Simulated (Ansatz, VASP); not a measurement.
**BN in VASP and in Ansatz**

File INCAR:

```
SYSTEM = BN
PREC     = Accurate       ! precision mode
ENCUT    = 520            ! plane-wave cutoff, eV
EDIFF    = 1E-8           ! SCF threshold, eV
ISMEAR   = -1             ! smearing method
SIGMA    = 0.03           ! smearing width, eV
LREAL    = .False.        ! projectors in reciprocal space
LASPH    = .True.         ! aspherical terms in the spheres
NELM     = 60             ! most SCF steps
ALGO     = Normal         ! electronic algorithm
ISIF     = 2              ! what is computed and relaxed
LWAVE    = .False.        ! write WAVECAR
LCHARG   = .False.        ! write CHGCAR
GGA      = PE             ! functional
LEFG     = .True.       
NBANDS   = 11             ! bands
```

File KPOINTS:

```
regular mesh
0
Gamma
  16 16 16
  0 0 0
```

File POSCAR:

```
BN
1.0
    0.0000000000      1.7878589098      1.7878589098
    1.7878589098      0.0000000000      1.7878589098
    1.7878589098      1.7878589098      0.0000000000
B N
1 1
Direct
    0.0000000000      0.0000000000      0.0000000000
    0.2500000000      0.2500000000      0.2500000000
```

Input for Ansatz:

```yaml
crystal:
  lattice:
    - [0.0, 1.7878589098, 1.7878589098]
    - [1.7878589098, 0.0, 1.7878589098]
    - [1.7878589098, 1.7878589098, 0.0]
  atoms:
    - { symbol: B, position: [0.0, 0.0, 0.0] }
    - { symbol: "N", position: [0.25, 0.25, 0.25] }
kpoints:
  mp_grid: { grid: [16, 16, 16] }
scf:
  occupations: { method: fermi_dirac, width: 0.03 }
hamiltonian:
  xc: pbe
  pseudopotentials: { kind: paw }
output:
  forces: true
  stress: true
  eigenvalues: true
  efg: { contact_densities: true }
```

Change from the starting cell: volume scaled by 0.96, PAW files.

Alike in both runs: task electric field gradients; functional PBE; k mesh 16 × 16 × 16; occupations fermi-dirac, width 0.03 eV; no spin polarisation.

```csv
,VASP,Ansatz
version,VASP 6.6.1,Ansatz 0.2.0
potentials or method,"VASP PAW PBE potentials, release 64 (B, N)","PAW with Ansatz's default frozen-core files, scalar-relativistic"
plane-wave cutoff (eV),520,420
valence electrons in the cell,8,8
```

|  | VASP | Ansatz | Ansatz less VASP |
| --- | --- | --- | --- |
| gap on the k mesh at the Fermi level (eV) | 4.49 | 4.50 | +0.011 |
| pressure (GPa) | 16.7 | 16.3 | -0.37 |
